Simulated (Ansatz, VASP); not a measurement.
**Two plane-wave programs on Te2Mo**

```
Te Mo
1.0
     3.56023    0.00000    0.00000
    -1.78012    3.08325    0.00000
     0.00000    0.00000   17.52406
Te Mo
2 1
Direct
  0.33333 0.66667 0.89786
  0.33333 0.66667 0.10214
  0.00000 0.00000 0.00143
```

Change from the starting cell: all Mo atoms moved +0.025 Å, as atom 3 along Cartesian [0 0 1].

Alike in both runs: task single point; functional LDA; k mesh 12 × 12 × 2; occupations gaussian, width 0.05 eV; no spin polarisation.

|  | VASP | Ansatz |
| --- | --- | --- |
| version | VASP 6.6.1 | Ansatz 0.2.0 |
| potentials or method | VASP PAW LDA potentials, release 64 (Te, Mo_sv), cutoff 520 eV | scalar-relativistic, plane waves, PAW |
| valence electrons in the cell | 26 | 46 |

Ansatz gave:

| Quantity | Value |
| --- | --- |
| gap on the k mesh at the Fermi level (eV) | 1.04 |
| least direct gap on the mesh (eV) | 1.04 |
| rms of the force components (eV/Å) | 0.287 |

Problem. Which values does VASP return?

Solution. gap on the k mesh at the Fermi level (eV): 1.04; least direct gap on the mesh (eV): 1.04; rms of the force components (eV/Å): 0.272.

LDA's correlation is that of Perdew and Zunger in VASP and of Perdew and Wang (1992) in Ansatz. Atom by atom the forces differ by 0.025 eV/Å (rms over components). VASP's potentials hold 26 valence electrons a cell and Ansatz's 46, so a difference there can come from the potentials and not from the codes.

Spin-orbit coupling is off throughout.
